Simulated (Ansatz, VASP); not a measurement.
## One calculation of MgI2, two programs

```xyz
3
Lattice="4.1537 0.0000 0.0000 -2.0769 3.5972 0.0000 0.0000 0.0000 6.7248" Properties=species:S:1:pos:R:3 pbc="T T T"
Mg    0.0000    0.0000    0.0000
I     0.0000    2.3981    5.0949
I     2.0769    1.1991    1.6299
```

Change from the starting cell: zz strain of -2 %.

Alike in both runs: task single point; functional PBEsol; k mesh 7 × 7 × 4; occupations fermi-dirac, width 0.03 eV; no spin polarisation.

|  | VASP | Ansatz |
| --- | --- | --- |
| version | VASP 6.6.1 | Ansatz 0.2.0 |
| potentials or method | VASP PAW PBE potentials, release 64 (Mg, I), cutoff 520 eV | all-electron LAPW, scalar-relativistic |

|  | VASP | Ansatz | Ansatz less VASP |
| --- | --- | --- | --- |
| gap on the k mesh at the Fermi level (eV) | 3.36 | 3.38 | +0.016 |
| pressure (GPa) | 0.4 | 0.4 | +0.02 |
| traceless stress, the component that is largest in VASP (GPa) | 0.63 | 0.63 | -0.005 |
| rms of the force components (eV/Å) | 0.052 | 0.054 | +0.0011 |

VASP's potentials were made for PBE, not for PBEsol. Atom by atom the forces differ by 0.001 eV/Å (rms over components). Ansatz ran all-electron here, and VASP with PAW potentials.

Neither program's run includes spin-orbit coupling.
